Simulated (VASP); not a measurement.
# SiC (Moissanite 6H): single point with PBEsol

Crystal: SiC (Moissanite 6H).

```
CELL_PARAMETERS angstrom
3.03182 0.00000 0.00000
-1.51591 2.62563 0.00000
0.00000 0.00000 14.86032
ATOMIC_POSITIONS crystal
Si 0.66667 0.33333 0.45830
Si 0.33333 0.66667 0.95830
Si 0.66667 0.33333 0.79170
Si 0.33333 0.66667 0.29170
Si 0.00000 0.00000 0.62500
Si 0.00000 0.00000 0.12500
C 0.66667 0.33333 0.33330
C 0.33333 0.66667 0.83330
C 0.66667 0.33333 0.66670
C 0.33333 0.66667 0.16670
C 0.00000 0.00000 0.50000
C 0.00000 0.00000 0.00000
```

* Program: VASP 6.6.1
* Task: single point
* Functional: PBEsol
* Potentials or basis: VASP PAW PBE potentials, release 64 (Si, C)
* Cutoff: 520 eV
* k mesh: 10 × 10 × 2
* Occupations: fermi-dirac, width 0.05 eV
* Spin: no spin polarisation

| Quantity | Value |
| --- | --- |
| Pressure | 11.9 GPa |
| Largest force | 0.154 eV/Å |
| Band gap on the k mesh | 1.89 eV, indirect (least direct gap 3.01 eV) |

Forces in eV/Å, atoms in the order of the input:
```
Si   0.000  0.000  0.065
Si   0.000  0.000  0.065
Si   0.000  0.000  0.031
Si   0.000  0.000  0.031
Si   0.000  0.000  0.042
Si   0.000  0.000  0.042
C    0.000  0.000 -0.017
C    0.000  0.000 -0.017
C    0.000  0.000  0.033
C    0.000  0.000  0.033
C    0.000  0.000 -0.154
C    0.000  0.000 -0.154
```

Stress tensor (GPa, compression positive):
```
11.61  0.00  0.00
 0.00 11.61  0.00
 0.00  0.00 12.44
```

Levels at points of the mesh, in eV from the valence-band top:
```tsv
k point	band 20	band 21	band 22	band 23	band 24	band 25	band 26	band 27	band 28	band 29
(0.00, 0.00, 0.00)	-0.30	-0.30	-0.05	0.00	0.00	5.52	5.68	6.12	6.62	6.81
(0.50, 0.00, 0.00)	-2.33	-1.87	-1.83	-1.73	-1.11	1.89	2.11	3.17	3.87	4.62
(0.00, 0.00, 0.50)	-0.65	-0.10	-0.10	-0.10	-0.10	5.59	5.59	6.34	6.34	7.10
(0.50, 0.00, 0.50)	-2.44	-1.77	-1.77	-1.33	-1.33	1.95	1.95	3.39	3.39	4.95
```

It took 3.5 min on 1 thread of AMD EPYC 7R13, with other jobs on the host, peak memory 0.25 GiB.

Caveat: the PAW data sets were made with another functional, which shifts forces and pressure a little. Expect the measured gap to be larger: semilocal functionals such as PBEsol lack the derivative discontinuity.
